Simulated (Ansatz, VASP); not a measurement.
# One calculation of H, two programs

```
H
1.0
     5.77293    0.00000    0.00000
    -2.88646    4.99950    0.00000
     0.00000    0.00000   24.86112
H
1
Direct
  0.00000 0.00000 0.64170
```

Alike in both runs: task single point; functional PBE; dispersion D3(BJ); k mesh 4 × 4 × 1; occupations gaussian, width 0.1 eV; collinear spin.

|  | VASP | Ansatz |
| --- | --- | --- |
| version | VASP 6.6.1 | Ansatz 0.2.0 |
| potentials or method | VASP PAW PBE potentials, release 64 (H), cutoff 400 eV | scalar-relativistic, plane waves, PAW |
| valence electrons in the cell | 1 | 1 |

Ansatz gave:

* gap on the k mesh at the Fermi level (eV): 7.17
* net moment per atom (μB): 1.00
* size of the moment on the site where the two differ most (μB): 0.99

What did VASP give for the same quantities?

gap on the k mesh at the Fermi level (eV): 7.17; net moment per atom (μB): 1.00; size of the moment on the site where the two differ most (μB): 0.38.

Site moments also hang on the region over which each program counts them. Ansatz's warnings: nearly empty spin channel levels not settled, published levels not confirmed, stability check not made.
